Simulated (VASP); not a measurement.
Input of a VASP 6.6.1 run:

INCAR

```
SYSTEM = Al32H
  ALGO = Normal
  EDIFF = 1E-6
  ENCUT = 520
  GGA = PE
  ISIF = 2
  ISMEAR = -1
  IVDW = 12
  LASPH = .True.
  LCHARG = .False.
  LREAL = Auto
  LWAVE = .False.
  NBANDS = 70
  NELM = 60
  PREC = Accurate
  SIGMA = 0.1
```

Contents of KPOINTS:

```
k-points
0
Gamma
  2 2 2
  0 0 0
```

POSCAR

```
Al32H
1.0
    8.1000000000      0.0000000000      0.0000000000
    0.0000000000      8.1000000000      0.0000000000
    0.0000000000      0.0000000000      8.1000000000
Al H
32 1
Direct
    0.4751481481     -0.0022962963     -0.0227407407
    0.7270493827      0.2733827160      0.0054074074
    0.7370493827     -0.0179629630      0.2498148148
   -0.0080370370      0.0299259259     -0.0033456790
    0.2628148148      0.2592716049      0.0112962963
    0.4868024691      0.5128765432     -0.0134320988
    0.7370123457      0.7397037037     -0.0209629630
    0.2570493827      0.0273086420      0.2369506173
    0.4585802469      0.2457407407      0.2591851852
    0.7521604938      0.5272469136      0.2825679012
    0.4484074074     -0.0236790123      0.5347283951
    0.7265555556      0.2408148148      0.4961358025
    0.7296419753      0.0500864198      0.7856666667
   -0.0440617284      0.5193333333      0.0141111111
    0.2192222222      0.7527407407      0.0090740741
   -0.0005432099      0.2667037037      0.2386296296
    0.2494074074      0.5113333333      0.2435185185
    0.4783703704      0.7753827160      0.2266296296
   -0.0191975309      0.0260740741      0.5003580247
    0.2248024691      0.2398024691      0.4843580247
    0.4769506173      0.4857777778      0.5051481481
    0.7646790123      0.7972716049      0.5449259259
    0.2077283951      0.0010987654      0.7203333333
    0.4744691358      0.2354197531      0.7295925926
    0.7348395062      0.5286913580      0.7369629630
    0.0050740741      0.7348024691      0.2879753086
    0.0206913580      0.5146172840      0.5122592593
    0.2382098765      0.7330370370      0.4773580247
   -0.0215925926      0.2791728395      0.7251358025
    0.2216790123      0.4979876543      0.7689629630
    0.4756543210      0.7315555556      0.7517901235
    0.0057407407      0.7614320988      0.8015061728
    0.6040123457      0.6811851852      0.3422469136
```

Potentials or basis: VASP PAW PBE potentials, release 64 (Al, H).

Launch:

```bash
$ cat potpaw_PBE.64/Al/POTCAR potpaw_PBE.64/H/POTCAR > POTCAR
$ mpirun -np 1 vasp_std > vasp.out
```

Task: Estimate the dispersion energy per atom.

Result: -0.329 eV.

Task: Estimate the pressure.

Result: 1.3 GPa.

Task: What does it give for the band gap on the k mesh?

Result: Zero (an odd number of electrons rules out a gap without spin polarisation).

Task: Predict the largest force.

Result: 2.458 eV/Å.

Forces on the atoms (eV/Å):
```
Al  -0.135  0.012  0.070
Al  -0.097  0.234  0.629
Al   0.207  0.648 -0.203
Al   0.082  0.005  0.386
Al  -0.859  0.155 -1.156
Al  -0.024 -0.375  0.574
Al  -0.809  1.312  0.841
Al  -1.550 -1.756  0.175
Al   2.277  0.916  0.120
Al  -0.262 -0.596 -0.104
Al   1.553  0.134 -1.330
Al  -0.135  0.398 -0.391
Al   0.572 -1.157 -0.864
Al   1.034 -0.837  0.014
Al   0.991  0.211  0.729
Al  -0.492 -0.082  0.193
Al   0.071 -0.454 -0.338
Al  -0.952  0.192 -0.667
Al  -0.031 -0.290 -0.642
Al   0.196  0.620  0.538
Al  -0.078  0.149  0.021
Al  -0.565 -0.398  0.014
Al   0.093  0.272  1.451
Al  -0.406  0.767  0.519
Al   0.230 -0.955 -0.400
Al  -1.077  1.243 -1.466
Al  -1.181 -0.553 -0.008
Al   1.238  0.884  1.312
Al  -0.113 -0.462  1.013
Al   0.492  0.188  0.067
Al  -0.229  0.500 -0.309
Al  -0.976 -0.088 -1.981
H    0.938 -0.840  1.196
```

Caveat: the k points lie up to 0.39 Å⁻¹ apart, too coarse for converged energies and pressures of a metal; the atoms stand as in a frame of molecular dynamics.
